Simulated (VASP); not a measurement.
SnTe3:

```
Te Sn
1.0
     0.00000    3.93695    3.93695
     3.93695    0.00000    3.93695
     3.93695    3.93695    0.00000
Te Sn
3 1
Direct
  0.50000 0.50000 0.50000
  0.75000 0.75000 0.75000
  0.25000 0.25000 0.25000
  0.00000 0.00000 0.00000
```

This cell differs from its parent crystal: volume scaled by 1.06.

Base run:

| Quantity | Value |
| --- | --- |
| Program | VASP 6.6.1 |
| Functional | PBEsol |
| Potentials or basis | VASP PAW PBE potentials, release 64 (Te, Sn_d) |
| Cutoff | 520 eV |
| k mesh | 6 × 6 × 6 |
| Occupations | fermi-dirac, width 0.05 eV |
| Spin | no spin polarisation |

Its results: band gap on the k mesh zero (band 16 reaches 7.20 eV, above the bottom of band 17 at 5.15 eV); pressure -5.1 GPa.

The run is repeated on the same cell with these changes: functional from PBEsol to PBE. What comes out?

Band gap on the k mesh zero (band 16 reaches 7.34 eV, above the bottom of band 17 at 5.30 eV); pressure -2.4 GPa.

PBE binds less tightly than PBEsol, so the same cell stands under more pressure.

Caveats: spin-orbit coupling is left out, which moves the levels of the heavy elements; the PAW data sets were made with another functional, which shifts forces and pressure a little (some runs).
